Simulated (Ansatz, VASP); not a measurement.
# One calculation of NaF, two programs

INCAR

```
SYSTEM = NaF
PREC = Accurate
ENCUT = 520
EDIFF = 1E-7
ISMEAR = -1
SIGMA = 0.05
LREAL = .FALSE.
LASPH = .TRUE.
NELM = 100
ALGO = Normal
ISIF = 2
LWAVE = .FALSE.
LCHARG = .FALSE.
GGA = CA
NBANDS = 14
```

KPOINTS

```
regular mesh
0
G
  6 6 6
  0 0 0
```

POSCAR

```
NaF
1.0
    0.0000000000      2.3200000000      2.3200000000
    2.3200000000      0.0000000000      2.3200000000
    2.3200000000      2.3200000000      0.0000000000
Na F
1 1
Direct
    0.0000000000      0.0000000000      0.0000000000
    0.5000000000      0.5000000000      0.5000000000
```

File input.yaml:

```yaml
crystal:
  lattice:
    - [0.0, 2.32, 2.32]
    - [2.32, 0.0, 2.32]
    - [2.32, 2.32, 0.0]
  atoms:
    - { symbol: Na, position: [0.0, 0.0, 0.0] }
    - { symbol: F, position: [0.5, 0.5, 0.5] }
hamiltonian:
  xc: lda
  pseudopotentials: { kind: paw }
kpoints:
  mp_grid: { grid: [6, 6, 6] }
scf:
  occupations: { method: fermi_dirac, width: 0.05 }
  n_extra_bands: 6
output:
  forces: true
  stress: true
  eigenvalues: true
  dos: { projected: true, de: 0.05, nscf_kmesh: { grid: [9, 9, 9] } }
```

Alike in both runs: functional LDA; k mesh 6 × 6 × 6; occupations fermi-dirac, width 0.05 eV; no spin polarisation.

|  | VASP | Ansatz |
| --- | --- | --- |
| version | VASP 6.6.1 | Ansatz 0.2.0 |
| potentials or method | VASP PAW LDA potentials, release 64 (Na_pv, F) | Ansatz PAW |
| plane-wave cutoff (eV) | 520 | 420 |
| valence electrons in the cell | 14 | 16 |
| task | single point | projected density of states |

|  | VASP | Ansatz | Ansatz less VASP |
| --- | --- | --- | --- |
| gap on the k mesh at the Fermi level (eV) | 5.94 | 5.96 | +0.022 |
| least direct gap on the mesh (eV) | 5.94 | 5.96 | +0.022 |
| pressure (GPa) | -4.5 | -4.5 | +0.07 |

LDA's correlation is that of Perdew and Zunger in VASP and of Perdew and Wang (1992) in Ansatz. VASP's potentials hold 14 valence electrons a cell and Ansatz's 16, so a difference there can come from the potentials and not from the codes.
